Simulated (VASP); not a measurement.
Write the native input for VASP 6.6.1 that does the following.

| Quantity | Value |
| --- | --- |
| Task | single point |
| Functional | PBE |
| Potentials or basis | VASP PAW PBE potentials, release 64 (Ir) |
| Cutoff | 520 eV |
| k mesh | 12 × 13 × 11 |
| Occupations | fermi-dirac, width 0.05 eV |
| Spin | no spin polarisation |
| Dipole correction | no |
| Further INCAR settings | ALGO = Fast; EDIFF = 1e-07; NBANDS = 10 |

The structure of Ir lies in POSCAR:

```
Ir
1.0
    0.0644692700      1.8373557400      1.7560488600
    1.9418131400      0.0774349900      1.7430831500
    2.1728248700      2.0554017600     -0.1535767500
Ir
1
Direct
    0.0000000000      0.0000000000      0.0000000000
```

The input as run:

INCAR

```
SYSTEM = Ir
  ALGO = Fast
  EDIFF = 1E-7
  ENCUT = 520
  GGA = PE
  ISIF = 2
  ISMEAR = -1
  LASPH = .TRUE.
  LCHARG = .FALSE.
  LREAL = .FALSE.
  LWAVE = .FALSE.
  NBANDS = 10
  NELM = 100
  PREC = Accurate
  SIGMA = 0.05
```

KPOINTS

```
k-points
0
G
  12 13 11
  0 0 0
```

Potentials or basis: VASP PAW PBE potentials, release 64 (Ir).

The run is started by

```bash
$ cat potpaw_PBE.64/Ir/POTCAR > POTCAR
$ mpirun -np 1 vasp_std > vasp.out
```

It gave:

```json
{
  "Pressure": "29.4 GPa"
}
```

Wall time 100 s on 1 thread of Intel(R) Xeon(R) Platinum 8259CL CPU @ 2.50GHz (Skylake/Cascade Lake), on a shared host, peak memory 0.24 GiB.
